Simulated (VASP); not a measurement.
# NaCl in VASP: a series of runs

NaCl is run at these levels: PBE; tasks: single point.

Everything below comes from runs of VASP 6.6.1. Logs are shortened: lines on timing, memory, paths and dates and some standing lists are left out, and cuts for length are marked.

**1. The cell of the first run**

Symmetry: Fm-3m, No. 225, cubic system. Conventional cell: a = 5.210 Å, b = 5.210 Å, c = 5.210 Å, α = 90.00°, β = 90.00°, γ = 90.00°. Within 3.4 Å of Na (site symmetry m-3m) lie 6 Cl at 2.61 Å. Within 3.4 Å of Cl (site symmetry m-3m) lie 6 Na at 2.61 Å.

**2. Single point, PBE (strain -0.080 along x and y, -0.080 along z)**

Input file INCAR:

```
  ALGO = Normal
  EDIFF = 1E-7
  ENCUT = 520
  GGA = PE
  ISIF = 2
  ISMEAR = 0
  LASPH = T
  LCHARG = F
  LREAL = F
  LWAVE = F
  NBANDS = 14
  NELM = 60
  PREC = Accurate
  SIGMA = 0.05
```

Input file KPOINTS:

```
k-points
0
Gamma
  8 8 8
```

Input file POSCAR:

```
NaCl
1.0
    0.0000000000      2.6052100000      2.6052100000
    2.6052100000      0.0000000000      2.6052100000
    2.6052100000      2.6052100000      0.0000000000
Na Cl
1 1
Direct
    0.0000000000      0.0000000000      0.0000000000
    0.5000000000      0.5000000000      0.5000000000
```

Potentials or basis: VASP PAW PBE potentials, release 64 (Na_pv, Cl).

Started as:

```console
> cat potpaw_PBE.64/Na_pv/POTCAR potpaw_PBE.64/Cl/POTCAR > POTCAR
> mpirun -np 1 vasp_std > vasp.out
```

OUTCAR:

```text
EDIFF = 1E-7
   ENCUT = 520
   GGA = PE
   ISIF = 2
   ISMEAR = 0
   LASPH = T
   LREAL = F
   NELM = 60
   PREC = Accurate

 ion  position               nearest neighbor table
   1  0.000  0.000  0.000-   2 2.61   2 2.61   2 2.61   2 2.61   2 2.61   2 2.61
   2  0.500  0.500  0.500-   1 2.61   1 2.61   1 2.61   1 2.61   1 2.61   1 2.61

  LATTYP: Found a face centered cubic cell.
 ALAT       =     5.2104200000

  Lattice vectors:

 A1 = (   0.0000000000,   2.6052100000,   2.6052100000)
 A2 = (   2.6052100000,   0.0000000000,   2.6052100000)
 A3 = (   2.6052100000,   2.6052100000,   0.0000000000)

Analysis of symmetry for initial positions (statically):
=====================================================================
 Subroutine PRICEL returns:
 Original cell was already a primitive cell.

 Routine SETGRP: Setting up the symmetry group for a
 face centered cubic supercell.

 Subroutine GETGRP returns: Found 48 space group operations
 (whereof 48 operations were pure point group operations)
 out of a pool of 48 trial point group operations.

The static configuration has the point symmetry O_h .

Analysis of symmetry for dynamics (positions and initial velocities):
=====================================================================
 Subroutine PRICEL returns:
 Original cell was already a primitive cell.

 Routine SETGRP: Setting up the symmetry group for a
 face centered cubic supercell.

 Subroutine GETGRP returns: Found 48 space group operations
 (whereof 48 operations were pure point group operations)
 out of a pool of 48 trial point group operations.

The dynamic configuration has the point symmetry O_h .

 Subroutine INISYM returns: Found 48 space group operations
 (whereof 48 operations are pure point group operations),
 and found     1 'primitive' translations

----------------------------------------------------------------------------------------

                                     Primitive cell

  volume of cell :      35.3637

  direct lattice vectors                    reciprocal lattice vectors
     0.000000000  2.605210000  2.605210000    -0.191923108  0.191923108  0.191923108
     2.605210000  0.000000000  2.605210000     0.191923108 -0.191923108  0.191923108
     2.605210000  2.605210000  0.000000000     0.191923108  0.191923108 -0.191923108

  length of vectors
     3.684323315  3.684323315  3.684323315     0.332420574  0.332420574  0.332420574

  position of ions in fractional coordinates (direct lattice)
     0.000000000  0.000000000  0.000000000
     0.500000000  0.500000000  0.500000000

  ion indices of the primitive-cell ions
   primitive index   ion index
                 1           1
                 2           2

----------------------------------------------------------------------------------------

 KPOINTS: k-points

Automatic generation of k-mesh.
 Grid dimensions read from file:
 generate k-points for:    8    8    8

 Generating k-lattice:

  Cartesian coordinates                     Fractional coordinates (reciprocal lattice)
    -0.023990388  0.023990388  0.023990388     0.125000000  0.000000000  0.000000000
     0.023990388 -0.023990388  0.023990388     0.000000000  0.125000000  0.000000000
     0.023990388  0.023990388 -0.023990388     0.000000000  0.000000000  0.125000000

  Length of vectors
     0.041552572  0.041552572  0.041552572

  Shift w.r.t. Gamma in fractional coordinates (k-lattice)
     0.000000000  0.000000000  0.000000000

 Subroutine IBZKPT returns following result:
 ===========================================

 Found     29 irreducible k-points:

 Following reciprocal coordinates:
            Coordinates               Weight
  0.000000  0.000000  0.000000      1.000000
  0.125000  0.000000  0.000000      8.000000
  0.250000  0.000000  0.000000      8.000000
  0.375000  0.000000  0.000000      8.000000
  0.500000  0.000000  0.000000      4.000000
  0.125000  0.125000  0.000000      6.000000
[... 16 lines left out ...]
  0.500000  0.250000  0.125000     48.000000
 -0.375000  0.250000  0.125000     24.000000
 [... further k-points ...]
   k-points           NKPTS =     29   k-points in BZ     NKDIM =     29   number of bands    NBANDS=     14
   number of dos      NEDOS =    301   number of ions     NIONS =      2
   total plane-waves  NPLWV =  21952
   dimension x,y,z NGX =    28 NGY =   28 NGZ =   28
   dimension x,y,z NGXF=    56 NGYF=   56 NGZF=   56
   ions per type =               1   1
   NGX,Y,Z   is equivalent  to a cutoff of  12.63, 12.63, 12.63 a.u.
   NGXF,Y,Z  is equivalent  to a cutoff of  25.27, 25.27, 25.27 a.u.
 SYSTEM =  unknown system
   PREC   = accura    normal or accurate (medium, high low for compatibility)
   ISTART =      0    job   : 0-new  1-cont  2-samecut
   ICHARG =      2    charge: 1-file 2-atom 10-const
   ISPIN  =      1    spin polarized calculation?
   LNONCOLLINEAR =      F non collinear calculations
   LSORBIT =      F    spin-orbit coupling
   LASPH  =      T    aspherical Exc in radial PAW
   ENCUT  =  520.0 eV  38.22 Ry    6.18 a.u.   6.85  6.85  6.85*2*pi/ulx,y,z
   NELM   =     60;   NELMIN=  2; NELMDL= -5     # of ELM steps
   EDIFF  = 0.1E-06   stopping-criterion for ELM
   LREAL  =      F    real-space projection
   EDIFFG = 0.1E-05   stopping-criterion for IOM
   NSW    =      0    number of steps for IOM
   IBRION =     -1    ionic relax: 0-MD 1-quasi-New 2-CG
   NFREE  =      0    steps in history (QN), initial steepest desc. (CG)
   ISIF   =      2    stress and relaxation
   ISYM   =      2    0-nonsym 1-usesym 2-fastsym
   POTIM  = 0.5000    time-step for ionic-motion
   TEBEG  =    0.0;   TEEND  =   0.0 temperature during run
   PSTRESS=    0.0 pullay stress
   NELECT =      14.0000    total number of electrons
   NUPDOWN=      -1.0000    fix difference up-down
   EMIN   =  10.00;   EMAX   =-10.00  energy-range for DOS
   EFERMI =   0.00;   METHOD = LEGACY
   ISMEAR =     0;   SIGMA  =   0.05  broadening in eV -4-tet -1-fermi 0-gaus
   EFERMI_NEDOS =   21; number of points for ismear=-14 and -15
   IALGO  =     38    algorithm
   IMIX   =      4    mixing-type and parameters
     AMIX     =   0.40;   BMIX     =  1.00
     AMIX_MAG =   1.60;   BMIX_MAG =  1.00
  volume/ion in A,a.u.               =      17.68       119.32
  Fermi-wavevector in a.u.,A,eV,Ry     =   1.202075  2.271592 19.660194  1.444983
  Thomas-Fermi vector in A             =   2.337866
   LORBIT       =      0    0 simple, 1 ext, 2 COOP (PROOUT), +10 PAW based schemes
   GGA     = PE    functional components
   LHFCALC =     F    Hartree Fock is set to
   AEXX    =    0.0000 exact exchange contribution
   IVDW    =     0    specifies the selected vdW correction
   LEPSILON=     F    determine dielectric tensor
   LRPA    =     F    only Hartree local field effects (RPA)
 non-spin polarized calculation
 Gauss-broadening in eV      SIGMA  =   0.05
  energy-cutoff  :      520.00
  volume of cell :       35.36
 maximum number of plane-waves:       961
   NGX = 13   NGY = 13   NGZ = 13

 number of electron      14.0000008 magnetization

 Free energy of the ion-electron system (eV)
  ---------------------------------------------------
  ext. energy  EPLUGINS =         0.00000000
  ---------------------------------------------------
  free energy    TOTEN  =        -6.46630677 eV

  energy without entropy =       -6.46630677  energy(sigma->0) =       -6.46630677

 E-fermi :   1.1088     XC(G=0):  -9.2322

 val. band max:        0.8969224574   @ k =   0.0000   0.0000   0.0000
 cond. band min:       7.0969281325   @ k =   0.0000   0.0000   0.0000
 fundamental gap:      6.2000056751
 Fermi energy:         1.1088439519

 k-point     1 :       0.0000    0.0000    0.0000
  band No.  band energies     occupation
      1     -19.5916      2.00000
      2     -19.5916      2.00000
      3     -19.5916      2.00000
      4     -12.4409      2.00000
      5       0.8969      2.00000
      6       0.8969      2.00000
      7       0.8969      2.00000
      8       7.0969      0.00000
      9      12.1574      0.00000
     10      12.1574      0.00000
     11      12.1574      0.00000
     12      14.6654      0.00000
     13      14.6654      0.00000
     14      16.6693      0.00000

 k-point     2 :       0.1250    0.0000    0.0000
  band No.  band energies     occupation
      1     -19.6050      2.00000
      2     -19.5923      2.00000
      3     -19.5923      2.00000
      4     -12.3496      2.00000
      5       0.3730      2.00000
      6       0.8287      2.00000
      7       0.8287      2.00000
      8       7.6839      0.00000
      9      11.6564      0.00000
     10      12.4170      0.00000
     11      12.4170      0.00000
     12      14.4940      0.00000
     13      14.4940      0.00000
     14      17.8483      0.00000

 k-point     3 :       0.2500    0.0000    0.0000
  band No.  band energies     occupation
      1     -19.6368      2.00000
      2     -19.5941      2.00000
      3     -19.5941      2.00000
      4     -12.1195      2.00000
      5      -0.6642      2.00000
      6       0.6714      2.00000
      7       0.6714      2.00000
      8       8.5443      0.00000
      9      11.5366      0.00000
     10      12.6900      0.00000
     11      12.6900      0.00000
     12      14.8143      0.00000
     13      14.8143      0.00000
     14      18.4424      0.00000
[... 324 lines left out ...]
 k-point    23 :       0.5000    0.2500    0.1250
  band No.  band energies     occupation
      1     -19.6552      2.00000
      2     -19.6121      2.00000
      3     -19.6006      2.00000
      4     -11.7970      2.00000
      5      -1.3124      2.00000
      6      -0.1335      2.00000
      7       0.3346      2.00000
      8       9.8449      0.00000
      9      11.2936      0.00000
     10      11.5445      0.00000
     11      13.6867      0.00000
     12      15.6323      0.00000
     13      18.6332      0.00000
     14      18.9181      0.00000

 k-point    24 :      -0.3750    0.2500    0.1250
  band No.  band energies     occupation
      1     -19.6613      2.00000
      2     -19.6133      2.00000
      3     -19.6028      2.00000
      4     -11.7201      2.00000
      5      -1.4901      2.00000
      6      -0.2509      2.00000
      7       0.2579      2.00000
      8       9.7936      0.00000
      9      11.1937      0.00000
     10      12.3632      0.00000
     11      13.4711      0.00000
     12      16.4647      0.00000
     13      18.1997      0.00000
     14      19.0519      0.00000

 [... further k-points ...]

------------------------ aborting loop because EDIFF is reached ----------------------------------------

  FORCE on cell =-STRESS in cart. coord.  units (eV):
  Direction    XX          YY          ZZ          XY          YZ          ZX
  --------------------------------------------------------------------------------------
  -------------------------------------------------------------------------------------
  Total        2.5961683      2.5961683      2.5961683     -0.0000000     -0.0000000      0.0000000
  in kB      117.6210959    117.6210959    117.6210959     -0.0000000     -0.0000000      0.0000000
  external PRESSURE =     117.6210959 kB  Pullay stress =       0.0000000 kB

 VOLUME and BASIS-vectors are now :
 -----------------------------------------------------------------------------
  energy-cutoff  :      520.00
  volume of cell :       35.36
      direct lattice vectors                 reciprocal lattice vectors
     0.000000000  2.605210000  2.605210000    -0.191923108  0.191923108  0.191923108
     2.605210000  0.000000000  2.605210000     0.191923108 -0.191923108  0.191923108
     2.605210000  2.605210000  0.000000000     0.191923108  0.191923108 -0.191923108

 POSITION                                       TOTAL-FORCE (eV/Angst)
 -----------------------------------------------------------------------------------
      0.00000      0.00000      0.00000        -0.000000      0.000000     -0.000000
      2.60521      2.60521      2.60521         0.000000     -0.000000      0.000000
 -----------------------------------------------------------------------------------
    total drift:                                0.000000      0.000000      0.000000

  FREE ENERGIE OF THE ION-ELECTRON SYSTEM (eV)
  ---------------------------------------------------
  free  energy   TOTEN  =        -6.4663067719 eV

  energy  without entropy=       -6.4663067719  energy(sigma->0) =       -6.46630677
```

Wall time 19 s (1 thread of Intel Xeon 8259CL, shared host); peak memory 0.15 GiB.

Results:

| Property | Result |
| --- | --- |
| Free energy | -6.4663 eV |
| Pressure | 11.8 GPa |
| Band gap on the k mesh | 6.20 eV |

Caveat: the cell differs from its parent crystal (strain -0.080 along x and y, -0.080 along z); the cell stands under pressure.

**3. Single point, PBE (strain +0.040 along x and y, +0.040 along z)**

Input file INCAR:

```
SYSTEM = NaCl
ALGO = Normal
EDIFF = 1E-6
ENCUT = 520
GGA = PE
ISIF = 2
ISMEAR = 0
LASPH = .True.
LCHARG = .True.
LELF = .True.
LREAL = .False.
LVHAR = .True.
LWAVE = .False.
NBANDS = 14
NELM = 100
PREC = Accurate
SIGMA = 0.05
```

Input file KPOINTS:

```
k-points
0
Gamma
  8 8 8
  0 0 0
```

Input file POSCAR:

```
NaCl
1.0
    0.0000000000      2.9450200000      2.9450200000
    2.9450200000      0.0000000000      2.9450200000
    2.9450200000      2.9450200000      0.0000000000
Na Cl
1 1
Direct
    0.0000000000      0.0000000000      0.0000000000
    0.5000000000      0.5000000000      0.5000000000
```

Potentials or basis: VASP PAW PBE potentials, release 64 (Na_pv, Cl).

Started as:

```console
> cat potpaw_PBE.64/Na_pv/POTCAR potpaw_PBE.64/Cl/POTCAR > POTCAR
> mpirun -np 1 vasp_std > vasp.out
```

It took 19 s on 1 thread of Intel Xeon 8259CL, shared host; peak memory 0.17 GiB.

It converged, with:

| Property | Result |
| --- | --- |
| Free energy | -6.7467 eV |
| Pressure | -1.9 GPa |
| Band gap on the k mesh | 4.65 eV |

Levels at points of the mesh, in eV from the valence-band top:
| k point | band 3 | band 4 | band 5 | band 6 | band 7 | band 8 | band 9 | band 10 | band 11 | band 12 |
| --- | --- | --- | --- | --- | --- | --- | --- | --- | --- | --- |
| (0.00, 0.00, 0.00) | -21.10 | -12.40 | 0.00 | 0.00 | 0.00 | 4.65 | 10.96 | 10.96 | 10.96 | 12.96 |
| (0.50, 0.00, 0.00) | -21.10 | -12.18 | -1.57 | -0.20 | -0.20 | 7.03 | 9.60 | 10.63 | 10.63 | 14.14 |
| (0.50, 0.50, 0.00) | -21.11 | -12.14 | -1.34 | -0.48 | -0.48 | 7.14 | 8.14 | 10.44 | 13.65 | 13.65 |

Caveat: the cell differs from its parent crystal (strain +0.040 along x and y, +0.040 along z). A k mesh can miss the band edges.

(Continued in part 2 of 2.)
